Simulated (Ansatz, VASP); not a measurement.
**Mg2C3 in VASP and in Ansatz**

```
CELL_PARAMETERS angstrom
2.39859 -2.32740 0.00292
2.39859 2.32740 0.00292
-1.21264 0.00000 4.82840
ATOMIC_POSITIONS crystal
Mg 0.80926 0.80926 0.19963
Mg 0.19074 0.19074 0.80037
C 0.30026 0.30026 0.26280
C 0.69974 0.69974 0.73720
C 0.50000 0.50000 0.50000
```

Alike in both runs: functional PBEsol; k mesh 8 × 8 × 6; occupations gaussian, width 0.02 eV; no spin polarisation.

Ansatz relaxed the structure, and its values are those at the end. VASP's run is a single point on that final structure, the one shown.

|  | VASP | Ansatz |
| --- | --- | --- |
| version | VASP 6.6.1 | Ansatz 0.2.0 |
| potentials or method | VASP PAW PBE potentials, release 64 (Mg_sv, C), cutoff 750 eV | scalar-relativistic, plane waves, PAW |
| valence electrons in the cell | 32 | 32 |

|  | VASP | Ansatz | Ansatz less VASP |
| --- | --- | --- | --- |
| gap on the k mesh at the Fermi level (eV) | 1.68 | 1.69 | +0.002 |
| least direct gap on the mesh (eV) | 2.40 | 2.40 | -0.005 |
| pressure (GPa) | -0.4 | 0.0 | +0.36 |
| rms of the force components (eV/Å) | 0.014 | 0.000 | -0.0139 |

VASP's potentials were made for PBE, not for PBEsol.
